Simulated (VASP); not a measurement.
# GaPtC2N2 (P-1) in VASP: single point with PBE

Aim: the single point of GaPtC2N2 with PBE.

Program: VASP 6.6.1. These are calculated values, not measurements. Logs are shortened: lines on timing, memory, paths and dates and some standing lists are left out, and cuts for length are marked.

### Step 1. The cell of the first run

The typed cell holds 6 atoms: a = 3.841 Å, b = 3.884 Å, c = 9.812 Å, α = 91.43°, β = 95.55°, γ = 118.04°.

### Step 2. Single point, PBE

INCAR

```
SYSTEM = GaPtC2N2
  PREC = Accurate
  ENCUT = 600
  EDIFF = 1E-6
  ISMEAR = 0
  SIGMA = 0.1
  LREAL = .False.
  LASPH = .True.
  NELM = 120
  ALGO = Normal
  ISIF = 2
  LWAVE = .False.
  LCHARG = .True.
  GGA = PE
  LELF = .True.
  LVHAR = .True.
  NBANDS = 34
  GGA_COMPAT = .False.
```

KPOINTS

```
regular mesh
0
Gamma
  6 6 2
  0 0 0
```

POSCAR

```
GaPtC2N2
1.0
    3.8412761000      0.0000000000      0.0000000000
   -1.8257336200      3.4282146800      0.0000000000
   -0.9495218900     -0.7831575400      9.7348861700
Ga Pt C N
1 1 2 2
Direct
    0.5000000000      0.5000000000      0.5000000000
    0.0000000000      0.0000000000      0.0000000000
    0.8110212900      0.8110212900      0.8110212900
    0.1889787100      0.1889787100      0.1889787100
    0.6956821800      0.6956821800      0.6956821800
    0.3043178200      0.3043178200      0.3043178200
```

Potentials or basis: VASP PAW PBE potentials, release 64 (Ga_d, Pt_sv_GW, C, N).

Run with:

```bash
> cat potpaw_PBE.64/Ga_d/POTCAR potpaw_PBE.64/Pt_sv_GW/POTCAR potpaw_PBE.64/C/POTCAR potpaw_PBE.64/N/POTCAR > POTCAR
> mpirun -np 1 vasp_std > vasp.out
```

OUTCAR:

```text
SYSTEM = GaPtC2N2
   PREC = Accurate
   ENCUT = 600
   EDIFF = 1E-6
   ISMEAR = 0
   LREAL = .False.
   LASPH = .True.
   NELM = 120
   ISIF = 2
   GGA = PE

 ion  position               nearest neighbor table
   1  0.500  0.500  0.500-   5 1.99   6 1.99
   2  0.000  0.000  0.000-   3 1.92   4 1.92
   3  0.811  0.811  0.811-   5 1.17   2 1.92
   4  0.189  0.189  0.189-   6 1.17   2 1.92
   5  0.696  0.696  0.696-   3 1.17   1 1.99
   6  0.304  0.304  0.304-   4 1.17   1 1.99

  LATTYP: Found a triclinic cell.
 ALAT       =     3.9768162367
 B/A-ratio  =     0.9766769545
 C/A-ratio  =     2.8208760705
 COS(alpha) =     0.0024880093
 COS(beta)  =     0.4249650764
 COS(gamma) =     0.5226402632

  Lattice vectors:

 A1 = (   2.0155424800,   3.4282146800,   0.0000000000)
 A2 = (  -1.8257336200,   3.4282146800,   0.0000000000)
 A3 = (   4.9072966900,   2.6450571400,   9.7348861700)

Analysis of symmetry for initial positions (statically):
=====================================================================
 Subroutine PRICEL returns:
 Original cell was already a primitive cell.

 Routine SETGRP: Setting up the symmetry group for a
 triclinic supercell.

 Subroutine GETGRP returns: Found  2 space group operations
 (whereof  2 operations were pure point group operations)
 out of a pool of  2 trial point group operations.

The static configuration has the point symmetry S_2 .

Analysis of symmetry for dynamics (positions and initial velocities):
=====================================================================
 Subroutine PRICEL returns:
 Original cell was already a primitive cell.

 Routine SETGRP: Setting up the symmetry group for a
 triclinic supercell.

 Subroutine GETGRP returns: Found  2 space group operations
 (whereof  2 operations were pure point group operations)
 out of a pool of  2 trial point group operations.

The dynamic configuration has the point symmetry S_2 .

 Subroutine INISYM returns: Found  2 space group operations
 (whereof  2 operations are pure point group operations),
 and found     1 'primitive' translations

----------------------------------------------------------------------------------------

                                     Primitive cell

  volume of cell :     128.1960

[... 95 lines left out ...]
   NELM   =    120;   NELMIN=  2; NELMDL= -5     # of ELM steps
   EDIFF  = 0.1E-05   stopping-criterion for ELM
   LREAL  =      F    real-space projection
   EDIFFG = 0.1E-04   stopping-criterion for IOM
   NSW    =      0    number of steps for IOM
   IBRION =     -1    ionic relax: 0-MD 1-quasi-New 2-CG
   NFREE  =      0    steps in history (QN), initial steepest desc. (CG)
   ISIF   =      2    stress and relaxation
   ISYM   =      2    0-nonsym 1-usesym 2-fastsym
   POTIM  = 0.5000    time-step for ionic-motion
   TEBEG  =    0.0;   TEEND  =   0.0 temperature during run
   PSTRESS=    0.0 pullay stress
   NELECT =      49.0000    total number of electrons
   NUPDOWN=      -1.0000    fix difference up-down
   EMIN   =  10.00;   EMAX   =-10.00  energy-range for DOS
   EFERMI =   0.00;   METHOD = LEGACY
   ISMEAR =     0;   SIGMA  =   0.10  broadening in eV -4-tet -1-fermi 0-gaus
   EFERMI_NEDOS =   21; number of points for ismear=-14 and -15
   IALGO  =     38    algorithm
   IMIX   =      4    mixing-type and parameters
     AMIX     =   0.40;   BMIX     =  1.00
     AMIX_MAG =   1.60;   BMIX_MAG =  1.00
  volume/ion in A,a.u.               =      21.37       144.18
  Fermi-wavevector in a.u.,A,eV,Ry     =   1.188088  2.245161 19.205356  1.411554
  Thomas-Fermi vector in A             =   2.324225
   LORBIT       =      0    0 simple, 1 ext, 2 COOP (PROOUT), +10 PAW based schemes
   GGA     = PE    functional components
   LHFCALC =     F    Hartree Fock is set to
   AEXX    =    0.0000 exact exchange contribution
   IVDW    =     0    specifies the selected vdW correction
   LEPSILON=     F    determine dielectric tensor
   LRPA    =     F    only Hartree local field effects (RPA)
 non-spin polarized calculation
 Gauss-broadening in eV      SIGMA  =   0.10
  energy-cutoff  :      600.00
  volume of cell :      128.20
 maximum number of plane-waves:      4306
   NGX = 15   NGY = 15   NGZ = 39

 number of electron      48.9999997 magnetization

 Free energy of the ion-electron system (eV)
  ---------------------------------------------------
  ext. energy  EPLUGINS =         0.00000000
  ---------------------------------------------------
  free energy    TOTEN  =       -39.72970752 eV

  energy without entropy =      -39.70589849  energy(sigma->0) =      -39.71780300

 E-fermi :   0.4696     XC(G=0):  -8.1614

 val. band max:        0.4273762242   @ k =   0.0000   0.5000   0.5000
 cond. band min:       0.4698459418   @ k =   0.3333   0.5000   0.5000
 fundamental gap:      0.0424697175
 Fermi energy:         0.4696081425

 k-point     1 :       0.0000    0.0000    0.0000
  band No.  band energies     occupation
      1     -96.8673      2.00000
      2     -51.6338      2.00000
      3     -50.7654      2.00000
      4     -50.6877      2.00000
      5     -17.7335      2.00000
      6     -17.6204      2.00000
[... 877 lines left out ...]
     33       7.5246      0.00000
     34       9.0027      0.00000

 [... further k-points ...]

------------------------ aborting loop because EDIFF is reached ----------------------------------------

  FORCE on cell =-STRESS in cart. coord.  units (eV):
  Direction    XX          YY          ZZ          XY          YZ          ZX
  --------------------------------------------------------------------------------------
  -------------------------------------------------------------------------------------
  Total       -3.5747377     -2.5763746      7.7446392      0.3893350      1.3681639      0.5313475
  in kB      -44.6766237    -32.1992069     96.7915316      4.8658603     17.0991411      6.6407140
  external PRESSURE =       6.6385670 kB  Pullay stress =       0.0000000 kB

 VOLUME and BASIS-vectors are now :
 -----------------------------------------------------------------------------
  energy-cutoff  :      600.00
  volume of cell :      128.20
      direct lattice vectors                 reciprocal lattice vectors
     3.841276100  0.000000000  0.000000000     0.260330154  0.138641701  0.036545622
    -1.825733620  3.428214680  0.000000000     0.000000000  0.291697018  0.023466604
    -0.949521890 -0.783157540  9.734886170     0.000000000  0.000000000  0.102723338

 POSITION                                       TOTAL-FORCE (eV/Angst)
 -----------------------------------------------------------------------------------
      0.53301      1.32253      4.86744         0.000000     -0.000000      0.000000
      0.00000      0.00000      0.00000         0.000000      0.000000      0.000000
      0.86457      2.14520      7.89520         0.160499      0.382681      1.411796
      0.20146      0.49986      1.83969        -0.160499     -0.382681     -1.411796
      0.74161      1.84012      6.77239        -0.193275     -0.448167     -1.336551
      0.32441      0.80494      2.96250         0.193275      0.448167      1.336551
 -----------------------------------------------------------------------------------
    total drift:                                0.000000      0.000000      0.000000

  FREE ENERGIE OF THE ION-ELECTRON SYSTEM (eV)
  ---------------------------------------------------
  free  energy   TOTEN  =       -39.7297075155 eV

  energy  without entropy=      -39.7058984920  energy(sigma->0) =      -39.71780300
```

OSZICAR:

```text
N       E                     dE             d eps       ncg     rms          rms(c)
DAV:   1     0.575605325037E+03    0.57561E+03   -0.25045E+04  3006   0.179E+03
DAV:   2     0.243138105076E+02   -0.55129E+03   -0.52147E+03  3178   0.569E+02
DAV:   3    -0.458588258109E+02   -0.70173E+02   -0.67045E+02  3450   0.168E+02
[... 14 lines left out ...]
DAV:  18    -0.397297018642E+02    0.21334E-04   -0.71420E-05  3716   0.563E-02    0.539E-02
DAV:  19    -0.397297131655E+02   -0.11301E-04   -0.30000E-05  3218   0.311E-02    0.119E-01
DAV:  20    -0.397297091450E+02    0.40205E-05   -0.59637E-06  3114   0.192E-02    0.367E-02
DAV:  21    -0.397297077412E+02    0.14038E-05   -0.11328E-06  2242   0.775E-03    0.615E-03
DAV:  22    -0.397297075155E+02    0.22569E-06   -0.66522E-07  1850   0.444E-03
   1 F= -.39729708E+02 E0= -.39717803E+02  d E =-.238090E-01
```

Wall time 3.8 min (1 thread of Intel Xeon Platinum 8375C at 2.90GHz (Ice Lake), shared host); peak memory 0.41 GiB.

Results:

```yaml
Free_energy: -39.7297 eV
Pressure: 0.7 GPa
Largest_force: 1.472 eV/Å
Band_gap_on_the_k_mesh: zero (an odd number of electrons rules out a gap without spin polarisation)
```

Forces in eV/Å, atoms in the order of the input:
```
Ga   0.000  0.000  0.000
Pt   0.000  0.000  0.000
C    0.160  0.383  1.412
C   -0.160 -0.383 -1.412
N   -0.193 -0.448 -1.337
N    0.193  0.448  1.337
```

Levels at points of the mesh, in eV from the Fermi level:
```tsv
k point	band 22	band 23	band 24	band 25	band 26	band 27	band 28	band 29
(0.00, 0.00, 0.00)	-1.48	-1.08	-1.00	-0.95	2.99	3.49	5.26	5.51
(0.50, 0.00, 0.00)	-1.47	-0.54	0.22	0.30	0.61	2.00	3.49	3.80
(0.00, 0.50, 0.00)	-1.53	-0.54	0.16	0.17	0.67	2.05	3.67	3.91
(0.50, 0.50, 0.00)	-1.36	-0.53	-0.17	0.03	0.69	2.43	2.66	4.88
(0.00, 0.00, 0.50)	-1.55	-1.08	-0.97	-0.81	3.64	3.87	4.22	4.47
(0.50, 0.00, 0.50)	-1.45	-0.54	-0.10	-0.09	0.48	2.69	2.77	4.94
(0.00, 0.50, 0.50)	-1.48	-0.54	-0.18	-0.04	0.39	2.79	2.86	5.01
(0.50, 0.50, 0.50)	-1.36	-0.53	0.31	0.51	0.58	1.90	3.11	3.57
```

Caveat: the stress differs along the axes, from -4 to 10 GPa; spin-orbit coupling is left out, which moves the levels of the heavy elements; an odd number of electrons without spin polarisation forces a metal; a magnetic or distorted state may lie lower.

The gap in the log of VASP goes by the Fermi energy; the results here count the filled bands.